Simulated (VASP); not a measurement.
**LiBr: single point with PBEsol**

LiBr:

```
CELL_PARAMETERS angstrom
0.00000 2.46381 2.46381
2.46381 0.00000 2.46381
2.46381 2.46381 0.00000
ATOMIC_POSITIONS crystal
Li 0.00000 0.00000 0.00000
Br 0.50000 0.50000 0.50000
```

| Quantity | Value |
| --- | --- |
| Program | VASP 6.6.1 |
| Task | single point |
| Functional | PBEsol |
| Potentials or basis | VASP PAW PBE potentials, release 64 (Li_sv, Br) |
| Cutoff | 750 eV |
| k mesh | 8 × 8 × 8 |
| Occupations | gaussian, width 0.01 eV |
| Spin | no spin polarisation |
| Dipole correction | no |
| Further INCAR settings | ALGO = Normal; EDIFF = 1e-06; NBANDS = 12 |

```json
{
 "Pressure": "15.0 GPa",
 "Band gap on the k mesh": "5.56 eV, indirect (least direct gap 6.02 eV)"
}
```

Levels at points of the mesh, in eV from the valence-band top:
```csv
k point,band 1,band 2,band 3,band 4,band 5,band 6,band 7,band 8,band 9,band 10
"(0.00, 0.00, 0.00)",-43.52,-14.97,0.00,0.00,0.00,6.67,10.49,10.49,10.49,13.49
"(0.50, 0.00, 0.00)",-43.51,-13.95,-4.65,-0.46,-0.46,5.56,7.86,7.86,15.25,15.49
"(0.50, 0.50, 0.00)",-43.51,-13.46,-4.85,-2.01,-2.01,6.13,6.58,14.66,14.68,14.68
```

It took 5.9 s on 1 thread of Intel(R) Xeon(R) 6975P-C (Granite Rapids), on a shared host, peak memory 0.18 GiB.

Caveat: the PAW data sets were made with another functional, which shifts forces and pressure a little. A k mesh can miss the band edges.
